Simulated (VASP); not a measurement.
A run of VASP 6.6.1:

File INCAR:

```
ALGO = Normal
EDIFF = 1E-8
ENCUT = 520
GGA = PS
ISIF = 2
ISMEAR = -1
LASPH = T
LCHARG = F
LEFG = T
LREAL = F
LWAVE = F
NBANDS = 10
NELM = 60
PREC = Accurate
SIGMA = 0.05
```

The input KPOINTS:

```
k-points
0
Gamma
  14 14 14
```

File POSCAR:

```
Re
1.0
    0.0000000000      2.0009898225      2.0009898225
    2.0009898225      0.0000000000      2.0009898225
    2.0009898225      2.0009898225      0.0000000000
Re
1
Direct
    0.0000000000      0.0000000000      0.0000000000
```

Potentials or basis: VASP PAW PBE potentials, release 64 (Re).

The run is started by

```sh
$ cat potpaw_PBE.64/Re/POTCAR > POTCAR
$ mpirun -np 1 vasp_std > vasp.out
```

Hardware: 1 thread of Intel(R) Xeon(R) Platinum 8488C (Sapphire Rapids), on a shared host.

Q: How long does it take, and how much memory?

A: Wall time 21 s on 1 thread of Intel(R) Xeon(R) Platinum 8488C (Sapphire Rapids) (shared host), peak memory 0.15 GiB. Counts: scf iterations 14, k points 104.
